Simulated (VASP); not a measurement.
Here is a VASP 6.6.1 calculation.

Contents of INCAR:

```
PREC = Accurate
ENCUT = 520
EDIFF = 1E-7
ISMEAR = -1
SIGMA = 0.08
LREAL = False
LASPH = True
NELM = 150
ALGO = Normal
ISIF = 2
LWAVE = False
LCHARG = False
ISPIN = 2
MAGMOM = 0.05
LORBIT = 11
NUPDOWN = 0.05
LMAXMIX = 4
GGA = PE
NBANDS = 15
```

The input KPOINTS:

```
Automatic mesh
0
Gamma
  17 17 17
```

POSCAR

```
Pd
1.0
    0.0000000000      1.9465000000      1.9465000000
    1.9465000000      0.0000000000      1.9465000000
    1.9465000000      1.9465000000      0.0000000000
Pd
1
Direct
    0.0000000000      0.0000000000      0.0000000000
```

Potentials or basis: VASP PAW PBE potentials, release 64 (Pd).

The run is started by

```sh
$ cat potpaw_PBE.64/Pd/POTCAR > POTCAR
$ mpirun -np 1 vasp_std > vasp.out
```

Predict the pressure.

7.0 GPa.

Caveat: the cell stands under pressure; the total moment is fixed, so each spin has its own Fermi level.
